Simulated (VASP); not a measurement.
A run of VASP 6.6.1 is set up as follows.

Contents of INCAR:

```
SYSTEM = Al
  PREC = Accurate
  ENCUT = 520
  EDIFF = 1E-6
  ISMEAR = -1
  SIGMA = 0.05
  LREAL = .FALSE.
  LASPH = .TRUE.
  NELM = 100
  ALGO = Normal
  ISIF = 2
  LWAVE = .FALSE.
  LCHARG = .FALSE.
  LDIPOL = .TRUE.
  IDIPOL = 3
  DIPOL = 0.5 0.5 0.500
  GGA = PE
  NBANDS = 18
```

KPOINTS

```
regular mesh
0
G
  9 9 1
  0 0 0
```

Contents of POSCAR:

```
Al
1.0
    2.8623399660      0.0000000000      0.0000000000
    0.0000000000      2.8623399660      0.0000000000
    0.0000000000      0.0000000000     25.1199000000
Al
6
Direct
    0.5000000000      0.5000000000      0.2985680675
    0.0000000000      0.0000000000      0.3791408405
    0.5000000000      0.5000000000      0.4597136135
    0.0000000000      0.0000000000      0.5402863865
    0.5000000000      0.5000000000      0.6208591595
    0.0000000000      0.0000000000      0.7014319325
```

Potentials or basis: VASP PAW PBE potentials, release 64 (Al).

Run with:

```console
$ cat potpaw_PBE.64/Al/POTCAR > POTCAR
$ mpirun -np 1 vasp_std > vasp.out
```

(1) Estimate the band gap on the k mesh.

(2) Predict the largest force.

## Answers

(1) zero (band 9 reaches 4.35 eV, above the bottom of band 10 at 0.99 eV).

(2) 0.243 eV/Å.
